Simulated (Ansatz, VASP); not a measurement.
BaCa2Sb2 in VASP and in Ansatz

File INCAR:

```
SYSTEM = BaCa2Sb2
PREC = Accurate ; ENCUT = 500
EDIFF = 1E-6 ; ISMEAR = 0
SIGMA = 0.1 ; LREAL = .FALSE.
LASPH = .TRUE. ; NELM = 120
ALGO = Normal ; ISIF = 2
LWAVE = .FALSE. ; LCHARG = .FALSE.
GGA = PE ; NBANDS = 38
GGA_COMPAT = .FALSE.
```

KPOINTS

```
regular mesh
0
G
  6 6 2
  0 0 0
```

The input POSCAR:

```
BaCa2Sb2
1.0
    4.7112119900      0.0000000000      0.0000000000
   -2.3556060000      4.0800292700      0.0000000000
    0.0000000000      0.0000000000      8.3919994400
Ba Ca Sb
1 2 2
Direct
    0.0000000000      0.0000000000      0.0000000000
    0.3333333300      0.6666666700      0.0000000000
    0.6666666700      0.3333333300      0.0000000000
    0.0000000000      0.0000000000      0.3057082800
    0.0000000000      0.0000000000      0.6942917200
```

Input for Ansatz:

```yaml
crystal:
  lattice:
    - [4.71121199, 0.0, 0.0]
    - [-2.355606, 4.08002927, 0.0]
    - [0.0, 0.0, 8.39199944]
  atoms:
    - { symbol: Ba, position: [0.0, 0.0, 0.0] }
    - { symbol: Ca, position: [0.33333333, 0.66666667, 0.0] }
    - { symbol: Ca, position: [0.66666667, 0.33333333, 0.0] }
    - { symbol: Sb, position: [0.0, 0.0, 0.30570828] }
    - { symbol: Sb, position: [0.0, 0.0, 0.69429172] }
basis:
  ecutwfc: 420
kpoints:
  mp_grid: { grid: [6, 6, 2] }
hamiltonian:
  xc: pbe
scf:
  occupations: { method: gaussian, width: 0.1 }
  lower_state_search: "off"
output:
  forces: true
  stress: true
  eigenvalues: true
```

Alike in both runs: task single point; functional PBE; k mesh 6 × 6 × 2; occupations gaussian, width 0.1 eV; no spin polarisation.

|  | VASP | Ansatz |
| --- | --- | --- |
| version | VASP 6.6.1 | Ansatz 0.2.0 |
| potentials or method | VASP PAW PBE potentials, release 64 (Ba_sv, Ca_sv, Sb_d_GW), cutoff 500 eV | scalar-relativistic, plane waves, PAW |
| valence electrons in the cell | 60 | 60 |

|  | VASP | Ansatz | Ansatz less VASP |
| --- | --- | --- | --- |
| gap on the k mesh at the Fermi level (eV) | none | none | - |
| pressure (GPa) | 21.0 | 19.6 | -1.40 |
| traceless stress, the component that is largest in VASP (GPa) | 0.78 | 0.34 | -0.437 |
| rms of the force components (eV/Å) | 2.227 | 2.098 | -0.1290 |

Atom by atom the forces differ by 0.129 eV/Å (rms over components). A gap of «none» marks a metal or a gap that the smearing closes.

The k mesh is coarse, so the values compare programs but aren't converged. Neither program's run includes spin-orbit coupling.
